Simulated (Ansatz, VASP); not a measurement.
**BN in VASP and in Ansatz**

File POSCAR:

```
BN
1.0
    2.5058070254      0.0000000000      0.0000000000
   -1.2529035127      2.1700925410      0.0000000000
    0.0000000000      0.0000000000      4.2077449317
B N
2 2
Direct
    0.6666666667      0.3333333333      0.9997995909
    0.3333333333      0.6666666667      0.4997995909
    0.6666666667      0.3333333333      0.6252004091
    0.3333333333      0.6666666667      0.1252004091
```

INCAR.step1

```
PREC = Accurate
ENCUT = 520
ISMEAR = 0
SIGMA = 0.05
LREAL = F
LASPH = T
NELM = 60
NBANDS = 16
GGA = PE
ALGO = Normal
EDIFF = 1E-4
LWAVE = T
LCHARG = F
```

INCAR.step2

```
PREC = Accurate
ENCUT = 520
EDIFF = 1E-7
ISMEAR = 0
SIGMA = 0.05
LREAL = F
LASPH = T
NELM = 60
ALGO = Normal
ISIF = 2
LWAVE = F
LCHARG = F
METAGGA = R2SCAN
LMIXTAU = T
NBANDS = 16
ISTART = 1
```

KPOINTS

```
Automatic mesh
0
Gamma
  12 12 6
```

Input for Ansatz:

```yaml
crystal:
  lattice:
    - [2.5058070254, 0.0, 0.0]
    - [-1.2529035127, 2.170092541, 0.0]
    - [0.0, 0.0, 4.2077449317]
  atoms:
    - { symbol: B, position: [0.6666666667, 0.3333333333, 0.9997995909] }
    - { symbol: B, position: [0.3333333333, 0.6666666667, 0.4997995909] }
    - { symbol: "N", position: [0.6666666667, 0.3333333333, 0.6252004091] }
    - { symbol: "N", position: [0.3333333333, 0.6666666667, 0.1252004091] }
basis:
  ecutwfc: 500
kpoints:
  mp_grid: { grid: [12, 12, 6] }
hamiltonian:
  xc: r2scan
scf:
  occupations: { method: gaussian, width: 0.05 }
output:
  forces: true
  stress: true
  eigenvalues: true
```

Change from the starting cell: strain -0.0150 x Voigt [1, 1, 0, 0, 0, 0], atoms carried along.

Alike in both runs: task single point; functional r2SCAN; k mesh 12 × 12 × 6; occupations gaussian, width 0.05 eV; no spin polarisation.

|  | VASP | Ansatz |
| --- | --- | --- |
| version | VASP 6.6.1 | Ansatz 0.2.0 |
| potentials or method | VASP PAW PBE potentials, release 64 (B, N), cutoff 520 eV | scalar-relativistic, plane waves, PAW |
| valence electrons in the cell | 16 | 16 |

Ansatz gave:

* gap on the k mesh at the Fermi level (eV): 5.65
* least direct gap on the mesh (eV): 9.00
* pressure (GPa): 12.6
* traceless stress, the component that is largest in VASP (GPa): -10.71
* rms of the force components (eV/Å): 0.019

Problem. Estimate VASP's values.

Solution. gap on the k mesh at the Fermi level (eV): 5.62; least direct gap on the mesh (eV): 8.97; pressure (GPa): 13.8; traceless stress, the component that is largest in VASP (GPa): -10.77; rms of the force components (eV/Å): 0.024.

VASP's potentials were made for PBE, not for r2SCAN. Atom by atom the forces differ by 0.004 eV/Å (rms over components). With one functional, cell and mesh, what is left measures potentials, basis and numerics.
